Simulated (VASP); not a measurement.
Here is a VASP 6.6.1 calculation.

Contents of POSCAR:

```
ZnO
1.0
    0.0000000000      2.1337703963      2.1337703963
    2.1685508538      0.0000000000      2.1337703963
    2.1685508538      2.1337703963      0.0000000000
Zn O
1 1
Direct
    0.0000000000      0.0000000000      0.0000000000
    0.5000000000      0.5000000000      0.5000000000
```

The input INCAR.step1:

```
SYSTEM = ZnO
PREC     = Accurate       ! precision mode
ENCUT    = 910            ! plane-wave cutoff, eV
ISMEAR   = 0              ! smearing method
SIGMA    = 0.01           ! smearing width, eV
LREAL    = .False.        ! projectors in reciprocal space
LASPH    = .True.         ! aspherical terms in the spheres
NELM     = 120            ! most SCF steps
NBANDS   = 16             ! bands
GGA      = PE             ! functional
ALGO     = Normal         ! electronic algorithm
EDIFF    = 1E-5           ! SCF threshold, eV
LWAVE    = .True.         ! write WAVECAR
LCHARG   = .False.        ! write CHGCAR
GGA_COMPAT= .False.
```

Contents of INCAR.step2:

```
SYSTEM = ZnO
PREC     = Accurate       ! precision mode
ENCUT    = 910            ! plane-wave cutoff, eV
EDIFF    = 1E-6           ! SCF threshold, eV
ISMEAR   = 0              ! smearing method
SIGMA    = 0.01           ! smearing width, eV
LREAL    = .False.        ! projectors in reciprocal space
LASPH    = .True.         ! aspherical terms in the spheres
NELM     = 120            ! most SCF steps
ALGO     = Normal         ! electronic algorithm
ISIF     = 2              ! what is computed and relaxed
LWAVE    = .False.        ! write WAVECAR
LCHARG   = .True.         ! write CHGCAR
METAGGA  = R2SCAN         ! meta-GGA
LMIXTAU  = .True.       
LELF     = .True.         ! ELF
LVHAR    = .True.       
NBANDS   = 16             ! bands
ISTART   = 1            
GGA_COMPAT= .False.
```

KPOINTS

```
regular mesh
0
Gamma
  10 10 10
  0 0 0
```

Potentials or basis: VASP PAW PBE potentials, release 64 (Zn, O_h).

Launch:

```bash
$ cat potpaw_PBE.64/Zn/POTCAR potpaw_PBE.64/O_h/POTCAR > POTCAR
$ cp INCAR.step1 INCAR
$ mpirun -np 1 vasp_std > vasp.out
$ cp INCAR.step2 INCAR
$ mpirun -np 1 vasp_std > vasp.out
```

Q: What does it give for the band gap on the k mesh?

A: 1.42 eV (least direct gap 2.79 eV).

Q: Predict the pressure.

A: -1.9 GPa.

Stress tensor (GPa, compression positive):
```
-2.95  0.00  0.00
 0.00 -1.40  0.00
 0.00  0.00 -1.40
```

Caveat: the cell differs from its parent crystal (uniaxial x strain +1.6%); the cutoff is under 1.25 times the usual one of these potentials, so pressure, stress and relaxed cells hold a basis-set (Pulay) error; the PAW data sets were made with another functional, which shifts forces and pressure a little. A k mesh can miss the band edges.
